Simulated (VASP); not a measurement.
Input of a VASP 6.6.1 run:

Contents of INCAR:

```
PREC     = Accurate       # precision mode
ENCUT    = 600            # plane-wave cutoff, eV
EDIFF    = 1E-6           # SCF threshold, eV
ISMEAR   = 0              # smearing method
SIGMA    = 0.1            # smearing width, eV
LREAL    = F              # projectors in reciprocal space
LASPH    = T              # aspherical terms in the spheres
NELM     = 80             # most SCF steps
ALGO     = Fast           # electronic algorithm
ISIF     = 3              # what is computed and relaxed
LWAVE    = F              # write WAVECAR
LCHARG   = F              # write CHGCAR
GGA      = PE             # functional
IBRION   = 2              # ionic algorithm
NSW      = 100            # ionic steps
EDIFFG   = -0.01          # ionic threshold
```

KPOINTS

```
regular mesh
0
Gamma
  16 16 16
```

Contents of POSCAR:

```
CdGa
1.0
    0.0000000000      2.8705447594      2.8705447594
    2.8705447594      0.0000000000      2.8705447594
    2.8705447594      2.8705447594      0.0000000000
Cd Ga
1 1
Direct
    0.0000000000      0.0000000000      0.0000000000
    0.5000000000      0.5000000000      0.5000000000
```

Potentials or basis: VASP PAW PBE potentials, release 64 (Cd, Ga_d).

Run with:

```bash
$ cat potpaw_PBE.64/Cd/POTCAR potpaw_PBE.64/Ga_d/POTCAR > POTCAR
$ mpirun -np 1 vasp_std > vasp.out
```

Q: Estimate the space group after relaxing (to 0.1 Å).

A: Fm-3m (No. 225).

Q: Estimate the band gap on the k mesh.

A: Zero (an odd number of electrons rules out a gap without spin polarisation).

Q: What does it give for the relaxed cell?

A: a = 4.072 Å, b = 4.072 Å, c = 4.072 Å, α = 60.00°, β = 60.00°, γ = 60.00°.

Final structure:
```xyz
2
Lattice="0.0000 2.8796 2.8796 2.8796 0.0000 2.8796 2.8796 2.8796 0.0000" Properties=species:S:1:pos:R:3 pbc="T T T"
Cd    0.0000    0.0000    0.0000
Ga    2.8796    2.8796    2.8796
```
